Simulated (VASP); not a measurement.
Os: single point with PBE+D3(BJ)

The system is Os.

```
Os
1.0
     0.00000    1.92204    1.92204
     1.92204    0.00000    1.92204
     1.92204    1.92204    0.00000
Os
1
Direct
  0.00000 0.00000 0.00000
```

| Property | Result |
| --- | --- |
| Program | VASP 6.6.1 |
| Task | single point |
| Functional | PBE |
| Dispersion | D3(BJ) |
| Potentials or basis | VASP PAW PBE potentials, release 64 (Os) |
| Cutoff | 520 eV |
| k mesh | 6 × 6 × 6 |
| Occupations | tetrahedron |
| Spin | no spin polarisation |

```json
{"Pressure": "-2.6 GPa", "Band gap on the k mesh": "zero (band 4 reaches 11.47 eV, above the bottom of band 5 at 7.74 eV)", "Dispersion energy per atom": "-0.644 eV"}
```

Levels at points of the mesh, in eV from the Fermi level:
```
           k point  band 1  band 2  band 3  band 4  band 5  band 6  band 7  band 8  band 9
(0.00, 0.00, 0.00)  -10.73   -3.00   -3.00   -3.00   -0.01   -0.01   14.20   19.97   19.97
(0.50, 0.00, 0.00)   -7.63   -3.15   -3.15   -0.25    2.34    2.34    8.77   13.76   20.20
(0.50, 0.50, 0.00)   -7.49   -6.81    2.28    2.30    3.01    3.01   12.02   12.15   12.15
```

It took 4.5 s on 1 thread of AMD EPYC 7R13, with other jobs on the host, peak memory 0.1 GiB.

Caveat: the k points lie up to 0.47 Å⁻¹ apart; three body term missing; spin-orbit coupling is left out, which moves the levels of the heavy elements; pairwise dispersion overbinds metals, which lowers pressure and volume; tetrahedron occupations give inexact forces and stress in metals.
